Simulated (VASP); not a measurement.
Input of a VASP 6.6.1 run:

File INCAR:

```
ALGO = Normal
EDIFF = 1E-6
ENCUT = 520
GGA = PE
ISIF = 2
ISMEAR = 0
LASPH = T
LCHARG = F
LREAL = F
LWAVE = F
NBANDS = 16
NELM = 60
PREC = Accurate
SIGMA = 0.05
```

Contents of KPOINTS:

```
k-points
0
Gamma
  10 10 10
```

POSCAR

```
GaSb
1.0
    0.0000000000      2.9534320275      2.9534320275
    2.9534320275      0.0000000000      2.9534320275
    2.9534320275      2.9534320275      0.0000000000
Ga Sb
1 1
Direct
    0.0000000000      0.0000000000      0.0000000000
    0.2500000000      0.2500000000      0.2500000000
```

Potentials or basis: VASP PAW PBE potentials, release 64 (Ga_d, Sb).

Command:

```bash
$ cat potpaw_PBE.64/Ga_d/POTCAR potpaw_PBE.64/Sb/POTCAR > POTCAR
$ mpirun -np 1 vasp_std > vasp.out
```

Predict the band gap on the k mesh.

0.64 eV, indirect (least direct gap 0.82 eV).

Predict the pressure.

9.9 GPa.

Caveat: spin-orbit coupling is left out, which moves the levels of the heavy elements. A k mesh can miss the band edges.
